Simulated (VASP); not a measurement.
Set up this calculation in VASP 6.6.1, as the native input.

```
Task                   : single point
Functional             : LDA
Potentials or basis    : VASP PAW LDA potentials, release 64 (As)
Cutoff                 : 520 eV
k mesh                 : 13 × 13 × 13
Occupations            : fermi-dirac, width 0.05 eV
Spin                   : no spin polarisation
Dipole correction      : no
Further INCAR settings : ALGO = Normal; EDIFF = 1e-06; NBANDS = 12
```

The structure of As lies in POSCAR:

```
As
1.0
    1.8797494575      1.0852738553      3.4509123000
   -1.8797494575      1.0852738553      3.4509123000
    0.0000000000     -2.1705477106      3.4509123000
As
2
Direct
    0.2275400000      0.2275400000      0.2275400000
    0.7724600000      0.7724600000      0.7724600000
```

This cell differs from its parent crystal: zz strain of -1 %.

The input as run:

INCAR

```
SYSTEM = As
ALGO = Normal ; EDIFF = 1E-6
ENCUT = 520 ; GGA = CA
ISIF = 2 ; ISMEAR = -1
LASPH = .True. ; LCHARG = .False.
LREAL = .False. ; LWAVE = .False.
NBANDS = 12 ; NELM = 100
PREC = Accurate ; SIGMA = 0.05
```

KPOINTS

```
k-points
0
Gamma
  13 13 13
  0 0 0
```

Potentials or basis: VASP PAW LDA potentials, release 64 (As).

Command:

```sh
$ cat potpaw_LDA.64/As/POTCAR > POTCAR
$ mpirun -np 1 vasp_std > vasp.out
```

Results of the run:

```
Pressure               : -0.5 GPa
Largest force          : 0.235 eV/Å
Band gap on the k mesh : zero (band 5 reaches 5.79 eV, above the bottom of band 6 at 5.49 eV)
```

Caveat: the cell differs from its parent crystal (zz strain of -1 %).

Run time: 78 s on 1 thread of Intel(R) Xeon(R) Platinum 8259CL CPU @ 2.50GHz (Skylake/Cascade Lake) (shared host), peak memory 0.22 GiB.
